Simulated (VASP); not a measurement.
Here is a VASP 6.6.1 calculation.

INCAR

```
SYSTEM = HgTe
ALGO = Normal ; EDIFF = 1E-6
ENCUT = 520 ; GGA = PS
ISIF = 2 ; ISMEAR = -1
LASPH = .TRUE. ; LCHARG = .FALSE.
LREAL = .FALSE. ; LWAVE = .FALSE.
NBANDS = 16 ; NELM = 80
PREC = Accurate ; SIGMA = 0.05
```

File KPOINTS:

```
k-points
0
G
  9 9 9
  0 0 0
```

Contents of POSCAR:

```
HgTe
1.0
    0.0000000000      3.2448483043      3.2448483043
    3.2448483043      0.0000000000      3.2448483043
    3.2448483043      3.2448483043      0.0000000000
Hg Te
1 1
Direct
    0.0000000000      0.0000000000      0.0000000000
    0.7500000000      0.7500000000      0.7500000000
```

Potentials or basis: VASP PAW PBE potentials, release 64 (Hg, Te).

The run is started by

```sh
$ cat potpaw_PBE.64/Hg/POTCAR potpaw_PBE.64/Te/POTCAR > POTCAR
$ mpirun -np 1 vasp_std > vasp.out
```

Problem. Predict the pressure.

Solution. 0.5 GPa.

Problem. Predict the band gap on the k mesh.

Solution. Zero (filled and empty bands touch).

Caveat: the PAW data sets were made with another functional, which shifts forces and pressure a little; spin-orbit coupling is left out, which moves the levels of the heavy elements.
